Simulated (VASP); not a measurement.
# Li (I4/mmm) in VASP: a series of runs

The runs below take Li through single point, with LDA.

Everything below comes from runs of VASP 6.6.1. Logs are shortened: lines on timing, memory, paths and dates and some standing lists are left out, and cuts for length are marked.

### 1 The cell of the first run

Symmetry: I4/mmm, No. 139, tetragonal system. The conventional cell has a = 3.220 Å, b = 3.220 Å, c = 3.500 Å, α = 90.00°, β = 90.00°, γ = 90.00°. Within 3.8 Å of Li (site symmetry 4/mmm) lie 14 Li at 2.87 to 3.50 Å.

### 2 Single point, LDA (strain -0.080 along x and y, +0.000 along z)

Input file INCAR:

```
SYSTEM = Li
  PREC = Accurate
  ENCUT = 520
  EDIFF = 1E-6
  ISMEAR = 0
  SIGMA = 0.15
  LREAL = .FALSE.
  LASPH = .TRUE.
  NELM = 100
  ALGO = Fast
  ISIF = 2
  LWAVE = .FALSE.
  LCHARG = .FALSE.
  GGA = CA
  NBANDS = 8
```

Input file KPOINTS:

```
Automatic mesh
0
G
  20 20 20
  0 0 0
```

Input file POSCAR:

```
Li
1.0
   -1.6100000000      1.6100000000      1.7500000000
    1.6100000000     -1.6100000000      1.7500000000
    1.6100000000      1.6100000000     -1.7500000000
Li
1
Direct
    0.0000000000      0.0000000000      0.0000000000
```

Potentials or basis: VASP PAW LDA potentials, release 64 (Li_sv).

Run with:

```sh
$ cat potpaw_LDA.64/Li_sv/POTCAR > POTCAR
$ mpirun -np 1 vasp_std > vasp.out
```

OUTCAR:

```text
SYSTEM = Li
   PREC = Accurate
   ENCUT = 520
   EDIFF = 1E-6
   ISMEAR = 0
   LREAL = .FALSE.
   LASPH = .TRUE.
   NELM = 100
   ISIF = 2
   GGA = CA

 ion  position               nearest neighbor table
   1  0.000  0.000  0.000-

  LATTYP: Found a body centered tetragonal cell.
 ALAT       =     3.2200000000
 C/A-ratio  =     1.0869565217

  Lattice vectors:

 A1 = (  -1.6100000000,   1.6100000000,   1.7500000000)
 A2 = (   1.6100000000,  -1.6100000000,   1.7500000000)
 A3 = (   1.6100000000,   1.6100000000,  -1.7500000000)

Analysis of symmetry for initial positions (statically):
=====================================================================
 Subroutine PRICEL returns:
 Original cell was already a primitive cell.

 Routine SETGRP: Setting up the symmetry group for a
 body centered tetragonal supercell.

 Subroutine GETGRP returns: Found 16 space group operations
 (whereof 16 operations were pure point group operations)
 out of a pool of 16 trial point group operations.

The static configuration has the point symmetry D_4h.

Analysis of symmetry for dynamics (positions and initial velocities):
=====================================================================
 Subroutine PRICEL returns:
 Original cell was already a primitive cell.

 Routine SETGRP: Setting up the symmetry group for a
 body centered tetragonal supercell.

 Subroutine GETGRP returns: Found 16 space group operations
 (whereof 16 operations were pure point group operations)
 out of a pool of 16 trial point group operations.

The dynamic configuration has the point symmetry D_4h.

 Subroutine INISYM returns: Found 16 space group operations
 (whereof 16 operations are pure point group operations),
 and found     1 'primitive' translations

----------------------------------------------------------------------------------------

                                     Primitive cell

  volume of cell :      18.1447

  direct lattice vectors                    reciprocal lattice vectors
    -1.610000000  1.610000000  1.750000000     0.000000000  0.310559006  0.285714286
     1.610000000 -1.610000000  1.750000000     0.310559006  0.000000000  0.285714286
     1.610000000  1.610000000 -1.750000000     0.310559006  0.310559006  0.000000000

  length of vectors
     2.871706810  2.871706810  2.871706810     0.421994727  0.421994727  0.439196759

  position of ions in fractional coordinates (direct lattice)
     0.000000000  0.000000000  0.000000000

  ion indices of the primitive-cell ions
   primitive index   ion index
                 1           1

----------------------------------------------------------------------------------------

 KPOINTS: Automatic mesh

Automatic generation of k-mesh.
 Grid dimensions read from file:
 generate k-points for:   20   20   20

 Generating k-lattice:

  Cartesian coordinates                     Fractional coordinates (reciprocal lattice)
     0.000000000  0.015527950  0.014285714     0.050000000  0.000000000  0.000000000
     0.015527950  0.000000000  0.014285714     0.000000000  0.050000000  0.000000000
     0.015527950  0.015527950  0.000000000     0.000000000  0.000000000  0.050000000

  Length of vectors
     0.021099736  0.021099736  0.021959838

  Shift w.r.t. Gamma in fractional coordinates (k-lattice)
     0.000000000  0.000000000  0.000000000

 Subroutine IBZKPT returns following result:
 ===========================================

 Found    641 irreducible k-points:

 Following reciprocal coordinates:
            Coordinates               Weight
  0.000000  0.000000  0.000000      1.000000
  0.050000  0.000000 -0.000000      8.000000
  0.100000 -0.000000  0.000000      8.000000
  0.150000  0.000000 -0.000000      8.000000
  0.200000 -0.000000  0.000000      8.000000
  0.250000  0.000000  0.000000      8.000000
[... 16 lines left out ...]
 -0.400000  0.050000  0.000000     16.000000
 -0.350000  0.050000  0.000000     16.000000
 [... further k-points ...]
   k-points           NKPTS =    641   k-points in BZ     NKDIM =    641   number of bands    NBANDS=      8
   number of dos      NEDOS =    301   number of ions     NIONS =      1
   total plane-waves  NPLWV =  13824
   dimension x,y,z NGX =    24 NGY =   24 NGZ =   24
   dimension x,y,z NGXF=    48 NGYF=   48 NGZF=   48
   ions per type =               1
   NGX,Y,Z   is equivalent  to a cutoff of  13.89, 13.89, 13.89 a.u.
   NGXF,Y,Z  is equivalent  to a cutoff of  27.79, 27.79, 27.79 a.u.
 SYSTEM =  Li
   PREC   = accura    normal or accurate (medium, high low for compatibility)
   ISTART =      0    job   : 0-new  1-cont  2-samecut
   ICHARG =      2    charge: 1-file 2-atom 10-const
   ISPIN  =      1    spin polarized calculation?
   LNONCOLLINEAR =      F non collinear calculations
   LSORBIT =      F    spin-orbit coupling
   LASPH  =      T    aspherical Exc in radial PAW
   ENCUT  =  520.0 eV  38.22 Ry    6.18 a.u.   5.34  5.34  5.34*2*pi/ulx,y,z
   NELM   =    100;   NELMIN=  2; NELMDL= -5     # of ELM steps
   EDIFF  = 0.1E-05   stopping-criterion for ELM
   LREAL  =      F    real-space projection
   EDIFFG = 0.1E-04   stopping-criterion for IOM
   NSW    =      0    number of steps for IOM
   IBRION =     -1    ionic relax: 0-MD 1-quasi-New 2-CG
   NFREE  =      0    steps in history (QN), initial steepest desc. (CG)
   ISIF   =      2    stress and relaxation
   ISYM   =      2    0-nonsym 1-usesym 2-fastsym
   POTIM  = 0.5000    time-step for ionic-motion
   TEBEG  =    0.0;   TEEND  =   0.0 temperature during run
   PSTRESS=    0.0 pullay stress
   NELECT =       3.0000    total number of electrons
   NUPDOWN=      -1.0000    fix difference up-down
   EMIN   =  10.00;   EMAX   =-10.00  energy-range for DOS
   EFERMI =   0.00;   METHOD = LEGACY
   ISMEAR =     0;   SIGMA  =   0.15  broadening in eV -4-tet -1-fermi 0-gaus
   EFERMI_NEDOS =   21; number of points for ismear=-14 and -15
   IALGO  =     68    algorithm
   IMIX   =      4    mixing-type and parameters
     AMIX     =   0.40;   BMIX     =  1.00
     AMIX_MAG =   1.60;   BMIX_MAG =  1.00
  volume/ion in A,a.u.               =      18.14       122.45
  Fermi-wavevector in a.u.,A,eV,Ry     =   0.898529  1.697973 10.984717  0.807354
  Thomas-Fermi vector in A             =   2.021249
   LORBIT       =      0    0 simple, 1 ext, 2 COOP (PROOUT), +10 PAW based schemes
   GGA     = CA    functional components
   LHFCALC =     F    Hartree Fock is set to
   AEXX    =    0.0000 exact exchange contribution
   IVDW    =     0    specifies the selected vdW correction
   LEPSILON=     F    determine dielectric tensor
   LRPA    =     F    only Hartree local field effects (RPA)
 non-spin polarized calculation
 RMM-DIIS sequential band-by-band and
 Gauss-broadening in eV      SIGMA  =   0.15
  energy-cutoff  :      520.00
  volume of cell :       18.14
 maximum number of plane-waves:       501
 NGX is ok and might be reduce to    24
   NGX = 11   NGY = 11   NGZ = 11

 number of electron       3.0000003 magnetization

 Free energy of the ion-electron system (eV)
  ---------------------------------------------------
  ext. energy  EPLUGINS =         0.00000000
  ---------------------------------------------------
  free energy    TOTEN  =        -2.04567908 eV

  energy without entropy =       -2.04068450  energy(sigma->0) =       -2.04318179

 E-fermi :   0.9366     XC(G=0):  -7.4297

 val. band max:        0.9247855865   @ k =   0.5000   0.3000   0.0500
 cond. band min:       0.9367711023   @ k =  -0.3000  -0.3000   0.1500
 fundamental gap:      0.0119855157
 Fermi energy:         0.9366387176

 k-point     1 :       0.0000    0.0000    0.0000
  band No.  band energies     occupation
      1     -44.5287      2.00000
      2      -2.6994      2.00000
      3      16.2039      0.00000
      4      16.4959      0.00000
      5      16.4959      0.00000
      6      21.1082      0.00000
      7      21.1082      0.00000
      8      21.9584      0.00000

 k-point     2 :       0.0500    0.0000   -0.0000
  band No.  band energies     occupation
      1     -44.5279      2.00000
      2      -2.6524      2.00000
      3      15.9056      0.00000
      4      16.2607      0.00000
      5      16.3188      0.00000
      6      20.5469      0.00000
      7      21.0864      0.00000
      8      21.6697      0.00000

 k-point     3 :       0.1000   -0.0000    0.0000
  band No.  band energies     occupation
      1     -44.5256      2.00000
      2      -2.5116      2.00000
      3      14.7991      0.00000
      4      15.7010      0.00000
      5      16.1047      0.00000
      6      19.8340      0.00000
      7      20.4446      0.00000
      8      21.8294      0.00000

 k-point     4 :       0.1500    0.0000   -0.0000
  band No.  band energies     occupation
      1     -44.5221      2.00000
      2      -2.2766      2.00000
      3      13.2510      0.00000
      4      15.0330      0.00000
      5      15.8289      0.00000
      6      19.4915      0.00000
      7      19.5294      0.00000
      8      21.3772      0.00000

 k-point     5 :       0.2000   -0.0000    0.0000
  band No.  band energies     occupation
      1     -44.5175      2.00000
      2      -1.9478      2.00000
      3      11.5824      0.00000
      4      14.3768      0.00000
      5      15.4950      0.00000
      6      18.6690      0.00000
      7      19.3394      0.00000
      8      21.2737      0.00000
[... 177 lines left out ...]
 k-point    22 :      -0.4500    0.0500    0.0000
  band No.  band energies     occupation
      1     -44.4977      2.00000
      2       0.5582      1.99964
      3       5.2313      0.00000
      4      12.3559      0.00000
      5      13.6224      0.00000
      6      17.0530      0.00000
      7      19.5209      0.00000
      8      23.0753      0.00000

 k-point    23 :      -0.4000    0.0500    0.0000
  band No.  band energies     occupation
      1     -44.5006      2.00000
      2      -0.0551      2.00000
      3       6.3146      0.00000
      4      12.6173      0.00000
      5      13.8087      0.00000
      6      17.2585      0.00000
      7      19.3104      0.00000
      8      22.6256      0.00000

 k-point    24 :      -0.3500    0.0500    0.0000
  band No.  band energies     occupation
      1     -44.5046      2.00000
      2      -0.6693      2.00000
      3       7.6308      0.00000
      4      12.9831      0.00000
      5      14.0926      0.00000
      6      17.5617      0.00000
      7      19.1656      0.00000
      8      22.1162      0.00000

 [... further k-points ...]

------------------------ aborting loop because EDIFF is reached ----------------------------------------

  FORCE on cell =-STRESS in cart. coord.  units (eV):
  Direction    XX          YY          ZZ          XY          YZ          ZX
  --------------------------------------------------------------------------------------
  -------------------------------------------------------------------------------------
  Total        0.0717422      0.0717422      0.0762081      0.0000000      0.0000000      0.0000000
  in kB        6.3348391      6.3348391      6.7291807      0.0000000      0.0000000      0.0000000
  external PRESSURE =       6.4662863 kB  Pullay stress =       0.0000000 kB

 VOLUME and BASIS-vectors are now :
 -----------------------------------------------------------------------------
  energy-cutoff  :      520.00
  volume of cell :       18.14
      direct lattice vectors                 reciprocal lattice vectors
    -1.610000000  1.610000000  1.750000000     0.000000000  0.310559006  0.285714286
     1.610000000 -1.610000000  1.750000000     0.310559006  0.000000000  0.285714286
     1.610000000  1.610000000 -1.750000000     0.310559006  0.310559006  0.000000000

 POSITION                                       TOTAL-FORCE (eV/Angst)
 -----------------------------------------------------------------------------------
      0.00000      0.00000      0.00000        -0.000000      0.000000      0.000000
 -----------------------------------------------------------------------------------
    total drift:                                0.000000      0.000000     -0.000000

  FREE ENERGIE OF THE ION-ELECTRON SYSTEM (eV)
  ---------------------------------------------------
  free  energy   TOTEN  =        -2.0456790839 eV

  energy  without entropy=       -2.0406845045  energy(sigma->0) =       -2.04318179
```

Run time: 72 s. Hardware: 1 thread of Intel Xeon Platinum 8259CL at 2.50GHz (Skylake/Cascade Lake), shared host; peak memory 0.17 GiB.

Results:

- Free energy: -2.0457 eV
- Band gap on the k mesh: zero (an odd number of electrons rules out a gap without spin polarisation)

Caveat: the cell differs from its parent crystal (strain -0.080 along x and y, +0.000 along z); the cutoff is under 1.25 times the usual one of these potentials, so pressure, stress and relaxed cells hold a basis-set (Pulay) error.

(Part 1 of 2 ends here.)
